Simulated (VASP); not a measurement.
# Si (Fmmm) in VASP: relaxation of cell and atoms with PBE

Aim: the relaxation of cell and atoms of Si with PBE.

All numbers are computed with VASP 6.6.1; they aren't measurements. Logs are shortened: lines on timing, memory, paths and dates and some standing lists are left out, and cuts for length are marked.

## (1) The cell of the first run

Symmetry: Fmmm, No. 69, orthorhombic system. Conventional cell: a = 6.127 Å, b = 6.170 Å, c = 9.152 Å, α = 90.00°, β = 90.00°, γ = 90.00°. Si (site symmetry 222) has 8 Si at 2.44 to 3.09 Å within 3.2 Å. Si (site symmetry mm2) has 5 Si at 2.35 to 2.44 Å within 3.1 Å.

The cell was generated, and may not be a known phase.

## (2) Relaxation of cell and atoms, PBE

INCAR

```
SYSTEM = Si
ALGO     = Normal         ! electronic algorithm
EDIFF    = 1E-7           ! SCF threshold, eV
EDIFFG   = -0.01          ! ionic threshold
ENCUT    = 600            ! plane-wave cutoff, eV
GGA      = PE             ! functional
IBRION   = 2              ! ionic algorithm
ISIF     = 3              ! what is computed and relaxed
ISMEAR   = 0              ! smearing method
LASPH    = .True.         ! aspherical terms in the spheres
LCHARG   = .False.        ! write CHGCAR
LREAL    = .False.        ! projectors in reciprocal space
LWAVE    = .False.        ! write WAVECAR
NELM     = 60             ! most SCF steps
NSW      = 100            ! ionic steps
PREC     = Accurate       ! precision mode
SIGMA    = 0.1            ! smearing width, eV
```

KPOINTS

```
k-points
0
Gamma
  12 12 12
  0 0 0
```

POSCAR

```
Si
1.0
    0.0000000000      3.0850477864      4.5759860585
    3.0636006668      0.0000000000      4.5759860585
    3.0636006668      3.0850477864      0.0000000000
Si
4
Direct
    0.7500000000      0.7500000000      0.7500000000
    0.2500000000      0.2500000000      0.2500000000
    0.6282848914      0.6282848914      0.3717151086
    0.3717151086      0.3717151086      0.6282848914
```

Potentials or basis: VASP PAW PBE potentials, release 64 (Si).

Command:

```
cat potpaw_PBE.64/Si/POTCAR > POTCAR
mpirun -np 1 vasp_std > vasp.out
```

OUTCAR:

```text
SYSTEM = Si
   EDIFF = 1E-7
   EDIFFG = -0.01
   ENCUT = 600
   GGA = PE
   IBRION = 2
   ISIF = 3
   ISMEAR = 0
   LASPH = .True.
   LREAL = .False.
   NELM = 60
   NSW = 100
   PREC = Accurate

 ion  position               nearest neighbor table
   1  0.750  0.750  0.750-   4 2.44   4 2.44   3 2.44   3 2.44   2 3.06   2 3.06   2 3.09   2 3.09

   2  0.250  0.250  0.250-   4 2.44   4 2.44   3 2.44   3 2.44   1 3.06   1 3.06   1 3.09   1 3.09

   3  0.628  0.628  0.372-   4 2.35   2 2.44   1 2.44   2 2.44   1 2.44
   4  0.372  0.372  0.628-   3 2.35   2 2.44   2 2.44   1 2.44   1 2.44

  LATTYP: Found a face centered orthorhombic cell.
 ALAT       =     6.1272013336
 B/A-ratio  =     1.0070006251
 C/A-ratio  =     1.4936627048

  Lattice vectors:

 A1 = (   0.0000000000,   3.0850477864,   4.5759860585)
 A2 = (   3.0636006668,   0.0000000000,   4.5759860585)
 A3 = (   3.0636006668,   3.0850477864,   0.0000000000)

Analysis of symmetry for initial positions (statically):
=====================================================================
 Subroutine PRICEL returns:
 Original cell was already a primitive cell.

 Routine SETGRP: Setting up the symmetry group for a
 face centered orthorhombic supercell.

 Subroutine GETGRP returns: Found  8 space group operations
 (whereof  8 operations were pure point group operations)
 out of a pool of  8 trial point group operations.

The static configuration has the point symmetry D_2h.

Analysis of symmetry for dynamics (positions and initial velocities):
=====================================================================
 Subroutine PRICEL returns:
 Original cell was already a primitive cell.

 Routine SETGRP: Setting up the symmetry group for a
 face centered orthorhombic supercell.

 Subroutine GETGRP returns: Found  8 space group operations
 (whereof  8 operations were pure point group operations)
 out of a pool of  8 trial point group operations.

The dynamic configuration has the point symmetry D_2h.

 Subroutine INISYM returns: Found  8 space group operations
 (whereof  8 operations are pure point group operations),
 and found     1 'primitive' translations

----------------------------------------------------------------------------------------

                                     Primitive cell

  volume of cell :      86.4985

  direct lattice vectors                    reciprocal lattice vectors
     0.000000000  3.085047786  4.575986058    -0.163206649  0.162072044  0.109266067
     3.063600667  0.000000000  4.575986058     0.163206649 -0.162072044  0.109266067
     3.063600667  3.085047786  0.000000000     0.163206649  0.162072044 -0.109266067

  length of vectors
[... 111 lines left out ...]
   GGA     = PE    functional components
   LHFCALC =     F    Hartree Fock is set to
   AEXX    =    0.0000 exact exchange contribution
   IVDW    =     0    specifies the selected vdW correction
   LEPSILON=     F    determine dielectric tensor
   LRPA    =     F    only Hartree local field effects (RPA)
 conjugate gradient relaxation of ions
 non-spin polarized calculation
 Gauss-broadening in eV      SIGMA  =   0.10
  energy-cutoff  :      600.00
  volume of cell :       86.50
 maximum number of plane-waves:      2918
 NGX is ok and might be reduce to    48
   NGX = 21   NGY = 21   NGZ = 17

--------------------------------------- Ionic step        1  -------------------------------------------

 number of electron      16.0000000 magnetization

 Free energy of the ion-electron system (eV)
  ---------------------------------------------------
  ext. energy  EPLUGINS =         0.00000000
  ---------------------------------------------------
  free energy    TOTEN  =       -20.24925050 eV

  energy without entropy =      -20.24351666  energy(sigma->0) =      -20.24638358

------------------------ aborting loop because EDIFF is reached ----------------------------------------

  FORCE on cell =-STRESS in cart. coord.  units (eV):
  Direction    XX          YY          ZZ          XY          YZ          ZX
  --------------------------------------------------------------------------------------
  -------------------------------------------------------------------------------------
  Total        0.2321130      0.0480039     -0.3102364      0.0000000      0.0000000      0.0000000
  in kB        4.2993359      0.8891571     -5.7463842      0.0000000      0.0000000      0.0000000
  external PRESSURE =      -0.1859637 kB  Pullay stress =       0.0000000 kB
[... 177 lines left out ...]
--------------------------------------- Ionic step        6  -------------------------------------------

 number of electron      16.0000000 magnetization

 Free energy of the ion-electron system (eV)
  ---------------------------------------------------
  ext. energy  EPLUGINS =         0.00000000
  ---------------------------------------------------
  free energy    TOTEN  =       -20.25072152 eV

  energy without entropy =      -20.24519582  energy(sigma->0) =      -20.24795867

 E-fermi :   5.4170     XC(G=0):  -8.9574

 val. band max:        5.4162026941   @ k =   0.5000   0.3333   0.1667
 cond. band min:       5.4192215022   @ k =   0.2500   0.0000   0.0000
 fundamental gap:      0.0030188081
 Fermi energy:         5.4169548396

 k-point     1 :       0.0000    0.0000    0.0000
  band No.  band energies     occupation
      1      -7.0974      2.00000
      2      -1.1377      2.00000
      3      -0.1192      2.00000
      4       0.4814      2.00000
      5       0.8792      2.00000
      6       0.8843      2.00000
      7       3.8793      2.00000
      8       3.8880      2.00000
      9       4.5595      2.00000
     10       5.4916      0.29105
     11       7.7186      0.00000
     12       8.7935      0.00000
[... 331 lines left out ...]
 k-point    24 :      -0.4167    0.1667    0.0000
  band No.  band energies     occupation
      1      -5.4275      2.00000
      2      -4.7187      2.00000
      3      -1.6309      2.00000
      4       1.2570      2.00000
      5       1.5652      2.00000
      6       2.9513      2.00000
      7       3.0022      2.00000
      8       3.8090      2.00000
      9       5.0429      2.00000
     10       8.0198      0.00000
     11       8.1362      0.00000
     12       8.5042      0.00000

 [... further k-points ...]

------------------------ aborting loop because EDIFF is reached ----------------------------------------

  FORCE on cell =-STRESS in cart. coord.  units (eV):
  Direction    XX          YY          ZZ          XY          YZ          ZX
  --------------------------------------------------------------------------------------
  -------------------------------------------------------------------------------------
  Total       -0.0009438     -0.0287497     -0.0037712      0.0000000      0.0000000      0.0000000
  in kB       -0.0174816     -0.5325169     -0.0698520      0.0000000      0.0000000      0.0000000
  external PRESSURE =      -0.2066169 kB  Pullay stress =       0.0000000 kB
[... 19 lines left out ...]
  FREE ENERGIE OF THE ION-ELECTRON SYSTEM (eV)
  ---------------------------------------------------
  free  energy   TOTEN  =       -20.2507215248 eV

  energy  without entropy=      -20.2451958160  energy(sigma->0) =      -20.24795867

 reached required accuracy - stopping structural energy minimisation
```

Run time: 33 min. Hardware: 1 thread of Intel Xeon 8259CL, shared host; peak memory 0.48 GiB.

What came out:

* Free energy: -20.2507 eV
* Energy gained by relaxing: 0.4 meV/atom
* Ionic steps: 6
* Pressure after relaxing: 0.0 GPa
* Band gap on the k mesh: zero (bands 8 and 9 overlap by 2.41 eV)

Forces in eV/Å, atoms in the order of the input:
```
Si   0.000  0.000  0.000
Si   0.000  0.000  0.000
Si   0.000  0.000 -0.003
Si   0.000  0.000  0.003
```

Step by step:
| step | energy change (eV) | largest force (eV/Å) | pressure (GPa) | volume (Å³) |
| --- | --- | --- | --- | --- |
| 1 | 0.0000 | 0.0353 | -0.02 | 86.50 |
| 2 | -0.0011 | 0.0633 | -0.01 | 86.47 |
| 3 | -0.0011 | 0.0710 | -0.01 | 86.46 |
| 4 | -0.0014 | 0.0130 | 0.03 | 86.43 |
| 5 | -0.0015 | 0.0030 | 0.04 | 86.42 |
| 6 | -0.0015 | 0.0029 | -0.02 | 86.50 |

Final structure:
```yaml
crystal:
  lattice:
    - [0.00000, 3.08433, 4.55091]
    - [3.08122, 0.00000, 4.55091]
    - [3.08122, 3.08433, 0.00000]
  atoms:
    - { symbol: Si, position: [0.75000, 0.75000, 0.75000] }
    - { symbol: Si, position: [0.25000, 0.25000, 0.25000] }
    - { symbol: Si, position: [0.62850, 0.62850, 0.37150] }
    - { symbol: Si, position: [0.37150, 0.37150, 0.62850] }
```

Levels at points of the mesh, in eV from the Fermi level:
```csv
k point,band 4,band 5,band 6,band 7,band 8,band 9,band 10,band 11,band 12
"(0.00, 0.00, 0.00)",-4.94,-4.54,-4.53,-1.54,-1.53,-0.86,0.07,2.30,3.38
"(0.50, 0.00, 0.00)",-4.99,-3.45,-2.97,-2.16,-1.32,-0.88,2.31,2.62,4.22
"(0.50, 0.50, 0.00)",-4.96,-4.96,-2.19,-0.43,-0.14,-0.12,1.35,2.12,3.63
"(0.50, 0.00, 0.50)",-8.23,-4.43,-3.78,-1.93,0.62,1.90,2.21,3.85,4.05
"(0.00, 0.50, 0.50)",-8.23,-4.43,-3.79,-1.93,0.62,1.91,2.21,3.83,4.07
```
